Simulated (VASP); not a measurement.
Wanted: the native input for a VASP 6.6.1 run.

* Task: single point
* Functional: PBEsol
* Potentials or basis: VASP PAW PBE potentials, release 64 (Be)
* Cutoff: 520 eV
* k mesh: 9 × 9 × 14
* Occupations: fermi-dirac, width 0.05 eV
* Spin: no spin polarisation
* Dipole correction: no
* Further INCAR settings: ALGO = Normal; EDIFF = 1e-06; NBANDS = 12

The structure of Be lies in POSCAR:

```
Be
1.0
    3.7468140000      0.0374681400      0.0374681400
    0.0374681400      3.7468140000      0.0374681400
    0.0228128000      0.0228128000      2.2812800000
Be
4
Direct
    0.2974080000      0.2974080000      0.0000000000
    0.7025920000      0.7025920000      0.0000000000
    0.2025920000      0.7974080000      0.5000000000
    0.7974080000      0.2025920000      0.5000000000
```

This cell differs from its parent crystal: equal xy, yz and zx shear strains of +2 %.

These files were run (other wordings do the same):

INCAR

```
SYSTEM = Be
ALGO     = Normal         ! electronic algorithm
EDIFF    = 1E-6           ! SCF threshold, eV
ENCUT    = 520            ! plane-wave cutoff, eV
GGA      = PS             ! functional
ISIF     = 2              ! what is computed and relaxed
ISMEAR   = -1             ! smearing method
LASPH    = .True.         ! aspherical terms in the spheres
LCHARG   = .True.         ! write CHGCAR
LELF     = .True.         ! ELF
LREAL    = .False.        ! projectors in reciprocal space
LVHAR    = .True.       
LWAVE    = .False.        ! write WAVECAR
NBANDS   = 12             ! bands
NELM     = 80             ! most SCF steps
PREC     = Accurate       ! precision mode
SIGMA    = 0.05           ! smearing width, eV
```

KPOINTS

```
k-points
0
Gamma
  9 9 14
  0 0 0
```

Potentials or basis: VASP PAW PBE potentials, release 64 (Be).

Command:

```bash
$ cat potpaw_PBE.64/Be/POTCAR > POTCAR
$ mpirun -np 1 vasp_std > vasp.out
```

Results of the run:

```json
{
  "Pressure": "-0.6 GPa",
  "Largest force": "0.059 eV/Å",
  "Band gap on the k mesh": "zero (bands 4 and 5 overlap by 1.97 eV)"
}
```

Caveat: the cell differs from its parent crystal (equal xy, yz and zx shear strains of +2 %); the PAW data sets were made with another functional, which shifts forces and pressure a little.

Run time: 28 s on 1 thread of Intel(R) Xeon(R) 6975P-C (Granite Rapids) (shared host), peak memory 0.2 GiB.
